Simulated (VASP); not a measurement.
# Hf2SnTe2 (I4/mmm) in VASP: notebook

The runs below take Hf2SnTe2 through single point, relaxation of cell and atoms, with PBE.

Everything below comes from runs of VASP 6.6.1. Logs are shortened: lines on timing, memory, paths and dates and some standing lists are left out, and cuts for length are marked.

### 1 The cell of the first run

Symmetry: I4/mmm, No. 139, tetragonal system. The conventional cell has a = 5.119 Å, b = 5.119 Å, c = 10.647 Å, α = 90.00°, β = 90.00°, γ = 90.00°. Hf (site symmetry -4m2) has 4 Te at 2.80 Å and 4 Hf at 3.62 Å and 4 Sn at 3.69 Å within 3.7 Å. Within 4.9 Å of Sn (site symmetry 4/mmm) lie 8 Hf at 3.69 Å and 10 Te at 3.80 to 3.93 Å. Te (site symmetry 4mm) has 4 Hf at 2.80 Å and 1 Te at 3.05 Å and 5 Sn at 3.80 to 3.93 Å within 4.0 Å.

The cell was built from a structure type or drawn by symmetry, and may not be a known phase.

### 2 Single point, PBE

INCAR reads:

```
ALGO = Fast ; EDIFF = 1E-7
ENCUT = 520 ; GGA = PE
ISIF = 2 ; ISMEAR = 0
LASPH = True ; LCHARG = False
LREAL = False ; LWAVE = False
NBANDS = 31 ; NELM = 60
PREC = Accurate ; SIGMA = 0.1
```

KPOINTS reads:

```
k-points
0
Gamma
  6 6 6
```

POSCAR reads:

```
Hf2SnTe2
1.0
   -2.5594979721      2.5594979721      5.3237328904
    2.5594979721     -2.5594979721      5.3237328904
    2.5594979721      2.5594979721     -5.3237328904
Hf Sn Te
2 1 2
Direct
    0.7500000000      0.2500000000      0.5000000000
    0.2500000000      0.7500000000      0.5000000000
    0.0000000000      0.0000000000      0.0000000000
    0.3567202072      0.3567202072      0.0000000000
    0.6432797928      0.6432797928      0.0000000000
```

Potentials or basis: VASP PAW PBE potentials, release 64 (Hf_pv, Sn_d, Te).

Launch:

```
> cat potpaw_PBE.64/Hf_pv/POTCAR potpaw_PBE.64/Sn_d/POTCAR potpaw_PBE.64/Te/POTCAR > POTCAR
> mpirun -np 1 vasp_std > vasp.out
```

OUTCAR:

```text
EDIFF = 1E-7
   ENCUT = 520
   GGA = PE
   ISIF = 2
   ISMEAR = 0
   LASPH = True
   LREAL = False
   NELM = 60
   PREC = Accurate

 ion  position               nearest neighbor table
   1  0.750  0.250  0.500-   4 2.80   5 2.80   4 2.80   5 2.80   2 3.62   2 3.62   2 3.62   2 3.62
                             3 3.69   3 3.69   3 3.69   3 3.69
   2  0.250  0.750  0.500-   4 2.80   5 2.80   4 2.80   5 2.80   1 3.62   1 3.62   1 3.62   1 3.62
                             3 3.69   3 3.69   3 3.69   3 3.69
   3  0.000  0.000  0.000-   1 3.69   2 3.69   1 3.69   2 3.69   1 3.69   2 3.69   1 3.69   2 3.69

   4  0.357  0.357  0.000-   1 2.80   2 2.80   2 2.80   1 2.80   5 3.05
   5  0.643  0.643  0.000-   2 2.80   1 2.80   1 2.80   2 2.80   4 3.05

  LATTYP: Found a body centered tetragonal cell.
 ALAT       =     5.1189959442
 C/A-ratio  =     2.0799910562

  Lattice vectors:

 A1 = (  -2.5594979721,   2.5594979721,   5.3237328904)
 A2 = (   2.5594979721,  -2.5594979721,   5.3237328904)
 A3 = (   2.5594979721,   2.5594979721,  -5.3237328904)

Analysis of symmetry for initial positions (statically):
=====================================================================
 Subroutine PRICEL returns:
 Original cell was already a primitive cell.

 Routine SETGRP: Setting up the symmetry group for a
 body centered tetragonal supercell.

 Subroutine GETGRP returns: Found 16 space group operations
 (whereof 16 operations were pure point group operations)
 out of a pool of 16 trial point group operations.

The static configuration has the point symmetry D_4h.

Analysis of symmetry for dynamics (positions and initial velocities):
=====================================================================
 Subroutine PRICEL returns:
 Original cell was already a primitive cell.

 Routine SETGRP: Setting up the symmetry group for a
 body centered tetragonal supercell.

 Subroutine GETGRP returns: Found 16 space group operations
 (whereof 16 operations were pure point group operations)
 out of a pool of 16 trial point group operations.

The dynamic configuration has the point symmetry D_4h.

 Subroutine INISYM returns: Found 16 space group operations
 (whereof 16 operations are pure point group operations),
 and found     1 'primitive' translations

----------------------------------------------------------------------------------------

                                     Primitive cell

  volume of cell :     139.5037

  direct lattice vectors                    reciprocal lattice vectors
    -2.559497972  2.559497972  5.323732890     0.000000000  0.195350809  0.093919062
     2.559497972 -2.559497972  5.323732890     0.195350809  0.000000000  0.093919062
     2.559497972  2.559497972 -5.323732890     0.195350809  0.195350809  0.000000000

  length of vectors
     6.437716336  6.437716336  6.437716336     0.216754997  0.216754997  0.276267764

  position of ions in fractional coordinates (direct lattice)
     0.750000000  0.250000000  0.500000000
     0.250000000  0.750000000  0.500000000
     0.000000000  0.000000000  0.000000000
     0.356720207  0.356720207  0.000000000
     0.643279793  0.643279793  0.000000000

  ion indices of the primitive-cell ions
   primitive index   ion index
                 1           1
                 2           2
                 3           3
                 4           4
                 5           5

----------------------------------------------------------------------------------------

 KPOINTS: k-points

Automatic generation of k-mesh.
 Grid dimensions read from file:
 generate k-points for:    6    6    6

 Generating k-lattice:

  Cartesian coordinates                     Fractional coordinates (reciprocal lattice)
     0.000000000  0.032558468  0.015653177     0.166666667  0.000000000 -0.000000000
     0.032558468  0.000000000  0.015653177     0.000000000  0.166666667 -0.000000000
     0.032558468  0.032558468  0.000000000     0.000000000  0.000000000  0.166666667

  Length of vectors
     0.036125833  0.036125833  0.046044627

  Shift w.r.t. Gamma in fractional coordinates (k-lattice)
     0.000000000  0.000000000  0.000000000

 Subroutine IBZKPT returns following result:
 ===========================================

 Found     30 irreducible k-points:

 Following reciprocal coordinates:
            Coordinates               Weight
  0.000000  0.000000  0.000000      1.000000
  0.166667 -0.000000  0.000000      8.000000
  0.333333 -0.000000  0.000000      8.000000
  0.500000 -0.000000  0.000000      4.000000
  0.166667  0.166667  0.000000      8.000000
  0.333333  0.166667  0.000000     16.000000
[... 16 lines left out ...]
 -0.333333 -0.333333  0.166667      8.000000
 -0.166667 -0.333333  0.166667      8.000000
 [... further k-points ...]
   k-points           NKPTS =     30   k-points in BZ     NKDIM =     30   number of bands    NBANDS=     31
   number of dos      NEDOS =    301   number of ions     NIONS =      5
   total plane-waves  NPLWV = 110592
   dimension x,y,z NGX =    48 NGY =   48 NGZ =   48
   dimension x,y,z NGXF=    96 NGYF=   96 NGZF=   96
   ions per type =               2   1   2
   NGX,Y,Z   is equivalent  to a cutoff of  12.40, 12.40, 12.40 a.u.
   NGXF,Y,Z  is equivalent  to a cutoff of  24.79, 24.79, 24.79 a.u.
 SYSTEM =  unknown system
   PREC   = accura    normal or accurate (medium, high low for compatibility)
   ISTART =      0    job   : 0-new  1-cont  2-samecut
   ICHARG =      2    charge: 1-file 2-atom 10-const
   ISPIN  =      1    spin polarized calculation?
   LNONCOLLINEAR =      F non collinear calculations
   LSORBIT =      F    spin-orbit coupling
   LASPH  =      T    aspherical Exc in radial PAW
   ENCUT  =  520.0 eV  38.22 Ry    6.18 a.u.  11.97 11.97 11.97*2*pi/ulx,y,z
   NELM   =     60;   NELMIN=  2; NELMDL= -5     # of ELM steps
   EDIFF  = 0.1E-06   stopping-criterion for ELM
   LREAL  =      F    real-space projection
   EDIFFG = 0.1E-05   stopping-criterion for IOM
   NSW    =      0    number of steps for IOM
   IBRION =     -1    ionic relax: 0-MD 1-quasi-New 2-CG
   NFREE  =      0    steps in history (QN), initial steepest desc. (CG)
   ISIF   =      2    stress and relaxation
   ISYM   =      2    0-nonsym 1-usesym 2-fastsym
   POTIM  = 0.5000    time-step for ionic-motion
   TEBEG  =    0.0;   TEEND  =   0.0 temperature during run
   PSTRESS=    0.0 pullay stress
   NELECT =      46.0000    total number of electrons
   NUPDOWN=      -1.0000    fix difference up-down
   EMIN   =  10.00;   EMAX   =-10.00  energy-range for DOS
   EFERMI =   0.00;   METHOD = LEGACY
   ISMEAR =     0;   SIGMA  =   0.10  broadening in eV -4-tet -1-fermi 0-gaus
   EFERMI_NEDOS =   21; number of points for ismear=-14 and -15
   IALGO  =     68    algorithm
   IMIX   =      4    mixing-type and parameters
     AMIX     =   0.40;   BMIX     =  1.00
     AMIX_MAG =   1.60;   BMIX_MAG =  1.00
  volume/ion in A,a.u.               =      27.90       188.28
  Fermi-wavevector in a.u.,A,eV,Ry     =   1.131008  2.137294 17.404274  1.279178
  Thomas-Fermi vector in A             =   2.267705
   LORBIT       =      0    0 simple, 1 ext, 2 COOP (PROOUT), +10 PAW based schemes
   GGA     = PE    functional components
   LHFCALC =     F    Hartree Fock is set to
   AEXX    =    0.0000 exact exchange contribution
   IVDW    =     0    specifies the selected vdW correction
   LEPSILON=     F    determine dielectric tensor
   LRPA    =     F    only Hartree local field effects (RPA)
 non-spin polarized calculation
 RMM-DIIS sequential band-by-band and
 Gauss-broadening in eV      SIGMA  =   0.10
  energy-cutoff  :      520.00
  volume of cell :      139.50
 maximum number of plane-waves:      3812
   NGX = 23   NGY = 23   NGZ = 23

 number of electron      45.9999997 magnetization

 Free energy of the ion-electron system (eV)
  ---------------------------------------------------
  ext. energy  EPLUGINS =         0.00000000
  ---------------------------------------------------
  free energy    TOTEN  =       -30.42516156 eV

  energy without entropy =      -30.41132348  energy(sigma->0) =      -30.41824252

 E-fermi :   6.4712     XC(G=0): -10.0620

 val. band max:        6.4184983088   @ k =   0.5000   0.5000   0.3333
 cond. band min:       6.4816779061   @ k =  -0.3333   0.1667   0.0000
 fundamental gap:      0.0631795973
 Fermi energy:         6.4712251977

 k-point     1 :       0.0000    0.0000    0.0000
  band No.  band energies     occupation
      1     -25.2325      2.00000
      2     -25.2046      2.00000
      3     -25.1865      2.00000
      4     -25.1865      2.00000
      5     -25.0798      2.00000
      6     -25.0798      2.00000
[... 23 lines left out ...]
     30       8.9132      0.00000
     31       9.6907      0.00000

 k-point     2 :       0.1667   -0.0000    0.0000
  band No.  band energies     occupation
      1     -25.2308      2.00000
      2     -25.2065      2.00000
      3     -25.1808      2.00000
      4     -25.1794      2.00000
      5     -25.0886      2.00000
      6     -25.0870      2.00000
[... 23 lines left out ...]
     30       9.3202      0.00000
     31       9.8205      0.00000

 k-point     3 :       0.3333   -0.0000    0.0000
  band No.  band energies     occupation
      1     -25.2260      2.00000
      2     -25.2119      2.00000
      3     -25.1643      2.00000
      4     -25.1598      2.00000
      5     -25.1112      2.00000
      6     -25.1065      2.00000
[... 23 lines left out ...]
     30       9.5429      0.00000
     31       9.9374      0.00000

 k-point     4 :       0.5000   -0.0000    0.0000
  band No.  band energies     occupation
      1     -25.2191      2.00000
      2     -25.2190      2.00000
      3     -25.1393      2.00000
      4     -25.1393      2.00000
      5     -25.1332      2.00000
      6     -25.1332      2.00000
[... 23 lines left out ...]
     30       9.1845      0.00000
     31       9.3875      0.00000

 k-point     5 :       0.1667    0.1667    0.0000
  band No.  band energies     occupation
      1     -25.2295      2.00000
      2     -25.2082      2.00000
      3     -25.1928      2.00000
      4     -25.1563      2.00000
      5     -25.1135      2.00000
      6     -25.0760      2.00000
[... 23 lines left out ...]
     30       9.6698      0.00000
     31       9.7403      0.00000
[... 542 lines left out ...]
     30       9.3791      0.00000
     31       9.9469      0.00000

 k-point    22 :      -0.1667    0.5000    0.1667
  band No.  band energies     occupation
      1     -25.2264      2.00000
      2     -25.2116      2.00000
      3     -25.1644      2.00000
      4     -25.1599      2.00000
      5     -25.1112      2.00000
      6     -25.1065      2.00000
[... 23 lines left out ...]
     30       9.4198      0.00000
     31       9.7816      0.00000

 k-point    23 :      -0.3333   -0.3333    0.1667
  band No.  band energies     occupation
      1     -25.2300      2.00000
      2     -25.2078      2.00000
      3     -25.1929      2.00000
      4     -25.1563      2.00000
      5     -25.1134      2.00000
      6     -25.0759      2.00000
[... 23 lines left out ...]
     30       9.4369      0.00000
     31       9.9067      0.00000

 k-point    24 :      -0.1667   -0.3333    0.1667
  band No.  band energies     occupation
      1     -25.2312      2.00000
      2     -25.2063      2.00000
      3     -25.1808      2.00000
      4     -25.1794      2.00000
      5     -25.0886      2.00000
      6     -25.0870      2.00000
[... 23 lines left out ...]
     30       9.5276      0.00000
     31       9.8215      0.00000

 [... further k-points ...]
[... 5 lines left out ...]
  --------------------------------------------------------------------------------------
  -------------------------------------------------------------------------------------
  Total        0.0892933      0.0892933     -0.1921991      0.0000000     -0.0000000      0.0000000
  in kB        1.0255194      1.0255194     -2.2073745      0.0000000     -0.0000000      0.0000000
  external PRESSURE =      -0.0521119 kB  Pullay stress =       0.0000000 kB

 VOLUME and BASIS-vectors are now :
 -----------------------------------------------------------------------------
  energy-cutoff  :      520.00
  volume of cell :      139.50
      direct lattice vectors                 reciprocal lattice vectors
    -2.559497972  2.559497972  5.323732890     0.000000000  0.195350809  0.093919062
     2.559497972 -2.559497972  5.323732890     0.195350809  0.000000000  0.093919062
     2.559497972  2.559497972 -5.323732890     0.195350809  0.195350809  0.000000000

 POSITION                                       TOTAL-FORCE (eV/Angst)
 -----------------------------------------------------------------------------------
      0.00000      2.55950      2.66187        -0.000000     -0.000000     -0.000000
      2.55950      0.00000      2.66187        -0.000000     -0.000000     -0.000000
      0.00000      0.00000      0.00000        -0.000000     -0.000000     -0.000000
      0.00000      0.00000      3.79817         0.000000      0.000000     -0.047583
      0.00000      0.00000      6.84930        -0.000000     -0.000000      0.047583
 -----------------------------------------------------------------------------------
    total drift:                               -0.000000     -0.000000      0.000000

  FREE ENERGIE OF THE ION-ELECTRON SYSTEM (eV)
  ---------------------------------------------------
  free  energy   TOTEN  =       -30.4251615589 eV

  energy  without entropy=      -30.4113234767  energy(sigma->0) =      -30.41824252
```

It took 2.1 min on 1 thread of Intel Xeon 6975P-C (Granite Rapids), shared host; peak memory 0.4 GiB.

Results:

* Free energy: -30.4252 eV
* Pressure: 0.0 GPa
* Largest force: 0.048 eV/Å
* Band gap on the k mesh: zero (bands 23 and 24 overlap by 1.26 eV)

Forces in eV/Å, atoms in the order of the input:
```
Hf   0.000  0.000  0.000
Hf   0.000  0.000  0.000
Sn   0.000  0.000  0.000
Te   0.000  0.000 -0.048
Te   0.000  0.000  0.048
```

Stress tensor (GPa, compression positive):
```
 0.10  0.00  0.00
 0.00  0.10  0.00
 0.00  0.00 -0.22
```

Levels at points of the mesh, in eV from the Fermi level:
| k point | band 19 | band 20 | band 21 | band 22 | band 23 | band 24 | band 25 | band 26 | band 27 | band 28 |
| --- | --- | --- | --- | --- | --- | --- | --- | --- | --- | --- |
| (0.00, 0.00, 0.00) | -3.67 | -3.56 | -1.74 | 0.52 | 0.90 | 0.90 | 1.23 | 1.44 | 1.44 | 1.55 |
| (0.50, 0.00, 0.00) | -3.77 | -1.95 | -1.23 | -0.95 | -0.90 | -0.36 | 0.66 | 1.51 | 1.59 | 1.77 |
| (0.50, 0.50, 0.00) | -3.47 | -3.03 | -1.28 | -1.10 | 0.43 | 0.72 | 0.84 | 1.40 | 1.43 | 1.51 |
| (0.50, 0.50, 0.50) | -3.58 | -2.86 | -1.69 | -0.82 | -0.64 | 0.15 | 0.15 | 1.66 | 2.84 | 2.84 |

Caveat: spin-orbit coupling is left out, which moves the levels of the heavy elements.

[end of part 1 of 3]
